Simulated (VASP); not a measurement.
A run of VASP 6.6.1 is set up as follows.

INCAR

```
  PREC = Accurate
  ENCUT = 600
  EDIFF = 1E-7
  ISMEAR = 0
  SIGMA = 0.02
  LREAL = False
  LASPH = True
  NELM = 120
  ALGO = Normal
  ISIF = 3
  LWAVE = False
  LCHARG = False
  GGA = PE
  IVDW = 12
  IBRION = 2
  NSW = 100
  EDIFFG = -0.002
  PSTRESS = 232.0
  GGA_COMPAT = False
  NELMIN = 4
```

File KPOINTS:

```
Automatic mesh
0
Gamma
  10 10 10
```

POSCAR

```
MgO
1.0
    0.0000000000      2.0247364126      2.0247364126
    2.0247364126      0.0000000000      2.0247364126
    2.0247364126      2.0247364126      0.0000000000
Mg O
1 1
Direct
    0.0000000000      0.0000000000      0.0000000000
    0.5000000000      0.5000000000      0.5000000000
```

Potentials or basis: VASP PAW PBE potentials, release 64 (Mg, O).

Command:

```console
$ cat potpaw_PBE.64/Mg/POTCAR potpaw_PBE.64/O/POTCAR > POTCAR
$ mpirun -np 1 vasp_std > vasp.out
```

**Question.** Estimate the relaxed cell.

**Answer.** a = 2.860 Å, b = 2.860 Å, c = 2.860 Å, α = 60.00°, β = 60.00°, γ = 60.00°.

**Question.** Estimate the space group after relaxing (to 0.1 Å).

**Answer.** Fm-3m (No. 225).

The path:
```csv
step,energy change (eV),largest force (eV/Å),pressure (GPa),volume (Å³)
1,0.0000,0.0000,22.30,16.60
2,0.0162,0.0000,24.02,16.49
3,0.0085,0.0000,23.21,16.54
```

Caveat: the cell is relaxed towards a set pressure, so the run minimises the enthalpy, not the energy.
